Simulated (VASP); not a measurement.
Here is a VASP 6.6.1 calculation.

Contents of INCAR:

```
SYSTEM = H2Os3
PREC = Accurate
ENCUT = 520
EDIFF = 1E-7
ISMEAR = 0
SIGMA = 0.1
LREAL = .False.
LASPH = .True.
NELM = 150
ALGO = Normal
ISIF = 2
LWAVE = .False.
LCHARG = .True.
ISPIN = 2
MAGMOM = 0 0 1 1 1
LORBIT = 11
LMAXMIX = 4
GGA = PE
LELF = .True.
LVHAR = .True.
NBANDS = 25
```

KPOINTS

```
Automatic mesh
0
Gamma
  6 6 4
  0 0 0
```

POSCAR

```
H2Os3
1.0
    2.8677554458      0.0000000000      0.0000000000
   -1.4338777229      2.4835490679      0.0000000000
    0.0000000000      0.0000000000      6.9706263089
H Os
2 3
Direct
    0.6666666667      0.3333333333      0.2038759151
    0.6666666667      0.3333333333      0.7961240849
    0.0000000000      0.0000000000      0.3172753537
    0.0000000000      0.0000000000      0.6827246463
    0.3333333333      0.6666666667      0.0000000000
```

Potentials or basis: VASP PAW PBE potentials, release 64 (H, Os).

Run with:

```console
$ cat potpaw_PBE.64/H/POTCAR potpaw_PBE.64/Os/POTCAR > POTCAR
$ mpirun -np 1 vasp_std > vasp.out
```

Task: What does it give for the band gap on the k mesh?

Result: Zero (filled and empty bands overlap).

Task: What does it give for the largest force?

Result: 0.114 eV/Å.

Task: Estimate the net moment.

Result: 0.00 μB per cell.

Stress tensor (GPa, compression positive):
```
0.83 0.00 0.00
0.00 0.83 0.00
0.00 0.00 0.31
```

Caveat: the k points lie up to 0.42 Å⁻¹ apart, too coarse for converged energies and pressures of a metal; spin-orbit coupling is left out, which moves the levels of the heavy elements.
